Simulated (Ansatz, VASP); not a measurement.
**Sn in VASP and in Ansatz**

```
Sn
1.0
    -2.95422    2.95422    1.61158
     2.95422   -2.95422    1.61158
     2.95422    2.95422   -1.61158
Sn
2
Direct
  0.00000 0.00000 0.00000
  0.75000 0.25000 0.50000
```

Change from the starting cell: volume scaled by 1.04, crystal datasets.

Alike in both runs: task electric field gradients; functional PBE; k mesh 15 × 15 × 15; occupations fermi-dirac, width 0.05 eV; no spin polarisation.

|  | VASP | Ansatz |
| --- | --- | --- |
| version | VASP 6.6.1 | Ansatz 0.2.0 |
| potentials or method | VASP PAW PBE potentials, release 64 (Sn_d), cutoff 520 eV | all-electron PAW with datasets made for the crystal, scalar-relativistic |

Ansatz gave:

| Quantity | Value |
| --- | --- |
| pressure (GPa) | 0.5 |
| traceless stress, the component that is largest in VASP (GPa) | -0.61 |
| size of Vzz on the site where it differs most (V/Å²) | 44.5 |

**Question.** Which values does VASP return?

**Answer.** Pressure (GPa): 0.5; traceless stress, the component that is largest in VASP (GPa): -0.61; size of Vzz on the site where it differs most (V/Å²): 42.7.

Ansatz ran all-electron here, and VASP with PAW potentials.
